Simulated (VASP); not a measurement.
# MgO (I4/mmm) in VASP: notebook

The runs below take MgO through single point, with PBE, HSE06.

All numbers are computed with VASP 6.6.1; they aren't measurements. Logs are shortened: lines on timing, memory, paths and dates and some standing lists are left out, and cuts for length are marked.

## 1. The cell of the first run

Symmetry: I4/mmm, No. 139, tetragonal system. The conventional cell has a = 2.973 Å, b = 2.973 Å, c = 4.078 Å, α = 90.00°, β = 90.00°, γ = 90.00°. Within 2.7 Å of Mg (site symmetry 4/mmm) lie 6 O at 2.04 to 2.10 Å. Within 2.7 Å of O (site symmetry 4/mmm) lie 6 Mg at 2.04 to 2.10 Å.

## 2. Single point, PBE (uniaxial z strain -3.0%)

Input file INCAR:

```
PREC     = Accurate       # precision mode
ENCUT    = 520            # plane-wave cutoff, eV
EDIFF    = 1E-7           # SCF threshold, eV
ISMEAR   = -1             # smearing method
SIGMA    = 0.02           # smearing width, eV
LREAL    = False          # projectors in reciprocal space
LASPH    = True           # aspherical terms in the spheres
NELM     = 60             # most SCF steps
ALGO     = Normal         # electronic algorithm
ISIF     = 2              # what is computed and relaxed
LWAVE    = False          # write WAVECAR
LCHARG   = False          # write CHGCAR
GGA      = PE             # functional
NBANDS   = 11             # bands
```

Input file KPOINTS:

```
regular mesh
0
Gamma
  10 10 10
```

Input file POSCAR:

```
MgO
1.0
    0.0000000000      2.1021674155      2.0391023930
    2.1021674155      0.0000000000      2.0391023930
    2.1021674155      2.1021674155      0.0000000000
Mg O
1 1
Direct
    0.0000000000      0.0000000000      0.0000000000
    0.5000000000      0.5000000000      0.5000000000
```

Potentials or basis: VASP PAW PBE potentials, release 64 (Mg, O).

The run is started by

```
$ cat potpaw_PBE.64/Mg/POTCAR potpaw_PBE.64/O/POTCAR > POTCAR
$ mpirun -np 1 vasp_std > vasp.out
```

OUTCAR:

```text
PREC = Accurate
   ENCUT = 520
   EDIFF = 1E-7
   ISMEAR = -1
   LREAL = False
   LASPH = True
   NELM = 60
   ISIF = 2
   GGA = PE

 ion  position               nearest neighbor table
   1  0.000  0.000  0.000-   2 2.04   2 2.04   2 2.10   2 2.10   2 2.10   2 2.10
   2  0.500  0.500  0.500-   1 2.04   1 2.04   1 2.10   1 2.10   1 2.10   1 2.10

  LATTYP: Found a body centered tetragonal cell.
 ALAT       =     2.9729136694
 C/A-ratio  =     1.3717871555

  Lattice vectors:

 A1 = (   0.0000000000,  -2.1021674155,  -2.0391023930)
 A2 = (   0.0000000000,   2.1021674155,  -2.0391023930)
 A3 = (   2.1021674155,   0.0000000000,   2.0391023930)

Analysis of symmetry for initial positions (statically):
=====================================================================
 Subroutine PRICEL returns:
 Original cell was already a primitive cell.

 Routine SETGRP: Setting up the symmetry group for a
 body centered tetragonal supercell.

 Subroutine GETGRP returns: Found 16 space group operations
 (whereof 16 operations were pure point group operations)
 out of a pool of 16 trial point group operations.

The static configuration has the point symmetry D_4h.

Analysis of symmetry for dynamics (positions and initial velocities):
=====================================================================
 Subroutine PRICEL returns:
 Original cell was already a primitive cell.

 Routine SETGRP: Setting up the symmetry group for a
 body centered tetragonal supercell.

 Subroutine GETGRP returns: Found 16 space group operations
 (whereof 16 operations were pure point group operations)
 out of a pool of 16 trial point group operations.

The dynamic configuration has the point symmetry D_4h.

 Subroutine INISYM returns: Found 16 space group operations
 (whereof 16 operations are pure point group operations),
 and found     1 'primitive' translations

----------------------------------------------------------------------------------------

                                     Primitive cell

  volume of cell :      18.0220

  direct lattice vectors                    reciprocal lattice vectors
     0.000000000  2.102167415  2.039102393    -0.237849753  0.237849753  0.245205931
     2.102167415  0.000000000  2.039102393     0.237849753 -0.237849753  0.245205931
     2.102167415  2.102167415  0.000000000     0.237849753  0.237849753 -0.245205931

  length of vectors
     2.928659491  2.928659491  2.972913669     0.416258283  0.416258283  0.416258283

  position of ions in fractional coordinates (direct lattice)
     0.000000000  0.000000000  0.000000000
[... 81 lines left out ...]
   NSW    =      0    number of steps for IOM
   IBRION =     -1    ionic relax: 0-MD 1-quasi-New 2-CG
   NFREE  =      0    steps in history (QN), initial steepest desc. (CG)
   ISIF   =      2    stress and relaxation
   ISYM   =      2    0-nonsym 1-usesym 2-fastsym
   POTIM  = 0.5000    time-step for ionic-motion
   TEBEG  =    0.0;   TEEND  =   0.0 temperature during run
   PSTRESS=    0.0 pullay stress
   NELECT =       8.0000    total number of electrons
   NUPDOWN=      -1.0000    fix difference up-down
   EMIN   =  10.00;   EMAX   =-10.00  energy-range for DOS
   EFERMI =   0.00;   METHOD = LEGACY
   ISMEAR =    -1;   SIGMA  =   0.02  broadening in eV -4-tet -1-fermi 0-gaus
   EFERMI_NEDOS =   21; number of points for ismear=-14 and -15
   IALGO  =     38    algorithm
   IMIX   =      4    mixing-type and parameters
     AMIX     =   0.40;   BMIX     =  1.00
     AMIX_MAG =   1.60;   BMIX_MAG =  1.00
  volume/ion in A,a.u.               =       9.01        60.81
  Fermi-wavevector in a.u.,A,eV,Ry     =   1.248831  2.359948 21.219353  1.559578
  Thomas-Fermi vector in A             =   2.382899
   LORBIT       =      0    0 simple, 1 ext, 2 COOP (PROOUT), +10 PAW based schemes
   GGA     = PE    functional components
   LHFCALC =     F    Hartree Fock is set to
   AEXX    =    0.0000 exact exchange contribution
   IVDW    =     0    specifies the selected vdW correction
   LEPSILON=     F    determine dielectric tensor
   LRPA    =     F    only Hartree local field effects (RPA)
 non-spin polarized calculation
  energy-cutoff  :      520.00
  volume of cell :       18.02
 maximum number of plane-waves:       515
 NGX is ok and might be reduce to    24
   NGX = 11   NGY = 11   NGZ = 11

 number of electron       8.0000002 magnetization

 Free energy of the ion-electron system (eV)
  ---------------------------------------------------
  ext. energy  EPLUGINS =         0.00000000
  ---------------------------------------------------
  free energy    TOTEN  =       -11.86604134 eV

  energy without entropy =      -11.86604134  energy(sigma->0) =      -11.86604134

 E-fermi :   3.9814     XC(G=0): -11.2489

 val. band max:        3.4823451292   @ k =   0.0000   0.0000   0.0000
 cond. band min:       8.5380071625   @ k =   0.0000   0.0000   0.0000
 fundamental gap:      5.0556620332
 Fermi energy:         3.9814065421

 k-point     1 :       0.0000    0.0000    0.0000
  band No.  band energies     occupation
      1     -13.9924      2.00000
      2       3.4153      2.00000
      3       3.4823      2.00000
      4       3.4823      2.00000
      5       8.5380      0.00000
      6      19.3669      0.00000
      7      19.3669      0.00000
      8      19.6937      0.00000
      9      23.4907      0.00000
     10      24.7874      0.00000
     11      25.8293      0.00000
[... 309 lines left out ...]
 k-point    24 :       0.4000    0.3000    0.0000
  band No.  band energies     occupation
      1     -12.6228      2.00000
      2      -0.2124      2.00000
      3       2.0576      2.00000
      4       2.2613      2.00000
      5      13.2671      0.00000
      6      13.6880      0.00000
      7      17.7645      0.00000
      8      21.8907      0.00000
      9      22.1556      0.00000
     10      28.5468      0.00000
     11      31.5421      0.00000

 [... further k-points ...]
[... 5 lines left out ...]
  --------------------------------------------------------------------------------------
  -------------------------------------------------------------------------------------
  Total        0.9065645      0.9065645      1.8416178      0.0000000     -0.0000000      0.0000000
  in kB       80.5945460     80.5945460    163.7217838      0.0000000     -0.0000000      0.0000000
  external PRESSURE =     108.3036253 kB  Pullay stress =       0.0000000 kB

 VOLUME and BASIS-vectors are now :
 -----------------------------------------------------------------------------
  energy-cutoff  :      520.00
  volume of cell :       18.02
      direct lattice vectors                 reciprocal lattice vectors
     0.000000000  2.102167415  2.039102393    -0.237849753  0.237849753  0.245205931
     2.102167415  0.000000000  2.039102393     0.237849753 -0.237849753  0.245205931
     2.102167415  2.102167415  0.000000000     0.237849753  0.237849753 -0.245205931

 POSITION                                       TOTAL-FORCE (eV/Angst)
 -----------------------------------------------------------------------------------
      0.00000      0.00000      0.00000         0.000000     -0.000000      0.000000
      2.10217      2.10217      2.03910        -0.000000      0.000000     -0.000000
 -----------------------------------------------------------------------------------
    total drift:                               -0.000000     -0.000000      0.000000

  FREE ENERGIE OF THE ION-ELECTRON SYSTEM (eV)
  ---------------------------------------------------
  free  energy   TOTEN  =       -11.8660413440 eV

  energy  without entropy=      -11.8660413440  energy(sigma->0) =      -11.86604134
```

OSZICAR:

```text
N       E                     dE             d eps       ncg     rms          rms(c)
DAV:   1     0.128040312567E+02    0.12804E+02   -0.47077E+03  2596   0.649E+02
DAV:   2    -0.129224247744E+02   -0.25726E+02   -0.25262E+02  2602   0.137E+02
DAV:   3    -0.134398968107E+02   -0.51747E+00   -0.51717E+00  2700   0.165E+01
DAV:   4    -0.134410515311E+02   -0.11547E-02   -0.11547E-02  2490   0.890E-01
DAV:   5    -0.134410552334E+02   -0.37024E-05   -0.37024E-05  2643   0.489E-02    0.727E+00
DAV:   6    -0.118807717847E+02    0.15603E+01   -0.85399E+00  2334   0.163E+01    0.216E+00
DAV:   7    -0.118712669764E+02    0.95048E-02   -0.57565E-02  2505   0.207E+00    0.134E+00
DAV:   8    -0.118664078881E+02    0.48591E-02   -0.25559E-02  2370   0.181E+00    0.229E-01
DAV:   9    -0.118660360774E+02    0.37181E-03   -0.63495E-04  2601   0.172E-01    0.124E-01
DAV:  10    -0.118660398781E+02   -0.38006E-05   -0.49805E-04  2514   0.162E-01    0.112E-02
DAV:  11    -0.118660414916E+02   -0.16136E-05   -0.30321E-06  2604   0.148E-02    0.481E-03
DAV:  12    -0.118660413379E+02    0.15374E-06   -0.47010E-07  2568   0.548E-03    0.545E-04
DAV:  13    -0.118660413440E+02   -0.61218E-08   -0.58814E-08  1398   0.131E-03
   1 F= -.11866041E+02 E0= -.11866041E+02  d E =-.344301E-13
```

stdout:

```text
POSCAR found type information on POSCAR MgO
 POSCAR found :  2 types and       2 ions
 scaLAPACK will be used
 LDA part: xc-table for (Slater+PW92), standard interpolation
 POSCAR, INCAR and KPOINTS ok, starting setup
 FFT: planning ... GRIDC
 FFT: planning ... GRID_SOFT
 FFT: planning ... GRID
 WAVECAR not read
 entering main loop
```

It took 15 s on 1 thread of Intel Xeon 6975P-C, shared host; peak memory 0.15 GiB.

What came out:

| Item | Value |
| --- | --- |
| Free energy | -11.8660 eV |
| Pressure | 10.8 GPa |
| Band gap on the k mesh | 5.06 eV, direct |

Stress tensor (GPa, compression positive):
```
 8.06  0.00  0.00
 0.00  8.06  0.00
 0.00  0.00 16.37
```

Caveat: the cell differs from its parent crystal (uniaxial z strain -3.0%).

## 3. Single point, PBE (uniaxial z strain -2.0%)

Input file INCAR:

```
  PREC = Accurate
  ENCUT = 520
  EDIFF = 1E-7
  ISMEAR = -1
  SIGMA = 0.02
  LREAL = False
  LASPH = True
  NELM = 100
  ALGO = Normal
  ISIF = 2
  LWAVE = False
  LCHARG = False
  GGA = PE
  NBANDS = 11
```

KPOINTS is that of step 2.

Input file POSCAR:

```
MgO
1.0
    0.0000000000      2.1021674155      2.0601240671
    2.1021674155      0.0000000000      2.0601240671
    2.1021674155      2.1021674155      0.0000000000
Mg O
1 1
Direct
    0.0000000000      0.0000000000      0.0000000000
    0.5000000000      0.5000000000      0.5000000000
```

Potentials or basis: VASP PAW PBE potentials, release 64 (Mg, O).

The run is started by

```
$ cat potpaw_PBE.64/Mg/POTCAR potpaw_PBE.64/O/POTCAR > POTCAR
$ mpirun -np 1 vasp_std > vasp.out
```

Wall time 14 s (1 thread of Intel Xeon 6975P-C, shared host); peak memory 0.15 GiB.

Results (log left out):

* Free energy: -11.8827 eV
* Pressure: 8.7 GPa
* Band gap on the k mesh: 4.96 eV, direct

Stress tensor (GPa, compression positive):
```
 6.97  0.00  0.00
 0.00  6.97  0.00
 0.00  0.00 12.09
```

Levels at points of the mesh, in eV from the valence-band top:
```
           k point  band 1  band 2  band 3  band 4  band 5  band 6  band 7  band 8
(0.00, 0.00, 0.00)  -17.41   -0.04    0.00    0.00    4.96   15.86   15.86   16.08
(0.50, 0.00, 0.00)  -16.06   -4.74   -0.72   -0.68    8.04   12.88   16.34   16.81
(0.50, 0.50, 0.00)  -15.76   -4.15   -1.46   -1.46    8.99   10.22   13.54   19.20
(0.50, 0.00, 0.50)  -15.81   -4.23   -1.43   -1.31    9.21   10.25   13.27   19.24
```

Caveat: the cell differs from its parent crystal (uniaxial z strain -2.0%).

## 4. Single point, HSE06 (uniaxial z strain +4.0%)

Input file POSCAR:

```
MgO
1.0
    0.0000000000      2.1021674155      2.1862541121
    2.1021674155      0.0000000000      2.1862541121
    2.1021674155      2.1021674155      0.0000000000
Mg O
1 1
Direct
    0.0000000000      0.0000000000      0.0000000000
    0.5000000000      0.5000000000      0.5000000000
```

Input file INCAR.step1:

```
  PREC = Accurate
  ENCUT = 520
  EDIFF = 1E-5
  ISMEAR = 0
  SIGMA = 0.01
  LREAL = False
  LASPH = True
  NELM = 100
  ALGO = Normal
  ISIF = 2
  LWAVE = True
  GGA = PE
  NBANDS = 11
```

Input file INCAR.step2:

```
  PREC = Accurate
  ENCUT = 520
  EDIFF = 1E-6
  ISMEAR = 0
  SIGMA = 0.01
  LREAL = False
  LASPH = True
  NELM = 100
  ALGO = Normal
  ISIF = 2
  LWAVE = False
  LCHARG = True
  GGA = PE
  LHFCALC = True
  HFSCREEN = 0.2079
  PRECFOCK = Normal
  LELF = True
  LVHAR = True
  ISTART = 1
  NBANDS = 11
```

Input file KPOINTS:

```
Automatic mesh
0
Gamma
  8 8 8
```

The run is started by

```
$ cat potpaw_PBE.64/Mg/POTCAR potpaw_PBE.64/O/POTCAR > POTCAR
$ cp INCAR.step1 INCAR
$ mpirun -np 1 vasp_std > vasp.out
$ cp INCAR.step2 INCAR
$ mpirun -np 1 vasp_std > vasp.out
```

Run time: 82 min. Hardware: 1 thread of AMD EPYC 7R43 (Zen 3), shared host; peak memory 0.23 GiB.

Results (log left out):

```yaml
Free_energy: -14.1840 eV
Pressure: -6.2 GPa
Band_gap_on_the_k_mesh: 6.01 eV, direct
```

Stress tensor (GPa, compression positive):
```
 -4.25   0.00   0.00
  0.00  -4.25   0.00
  0.00   0.00 -10.21
```

Levels at points of the mesh, in eV from the valence-band top:
```csv
k point,band 1,band 2,band 3,band 4,band 5,band 6,band 7,band 8
"(0.00, 0.00, 0.00)",-18.72,-0.11,-0.11,0.00,6.01,17.21,17.62,17.62
"(0.50, 0.00, 0.00)",-17.46,-4.84,-0.79,-0.71,9.35,14.36,17.48,18.33
"(0.50, 0.50, 0.00)",-17.28,-4.38,-1.38,-1.38,11.00,11.45,14.55,21.07
"(0.50, 0.00, 0.50)",-17.17,-4.27,-1.69,-1.40,10.60,11.38,15.07,20.21
```

Caveat: the cell differs from its parent crystal (uniaxial z strain +4.0%); the PAW data sets were made with another functional, which shifts forces and pressure a little.

## 5. Overview

| level | cell | k mesh | smearing | grid for exact exchange (PRECFOCK) | screening parameter | gap on the mesh (eV) | pressure (GPa) |
| --- | --- | --- | --- | --- | --- | --- | --- |
| PBE | a = 2.929, b = 2.929, c = 2.973 Å, angles 59.5, 59.5, 61.0°, 2 atoms | 10 × 10 × 10 | fermi-dirac 0.02 eV | - | - | 5.06 | 10.8 |
| PBE | a = 2.943, b = 2.943, c = 2.973 Å, angles 59.7, 59.7, 60.7°, 2 atoms | 10 × 10 × 10 | fermi-dirac 0.02 eV | - | - | 4.96 | 8.7 |
| HSE06 | a = 3.033, b = 3.033, c = 2.973 Å, angles 60.7, 60.7, 58.7°, 2 atoms | 8 × 8 × 8 | gaussian 0.01 eV | Normal | 0.2079 1/Å | 6.01 | -6.2 |

Alike in all rows: task single point; potentials or basis VASP PAW PBE potentials, release 64 (Mg, O); no spin polarisation; cutoff (eV) 520.

Caveats: the PAW data sets were made with another functional, which shifts forces and pressure a little (some runs).

Total energies depend on the potentials used, so only differences within one code and one set of settings carry meaning.
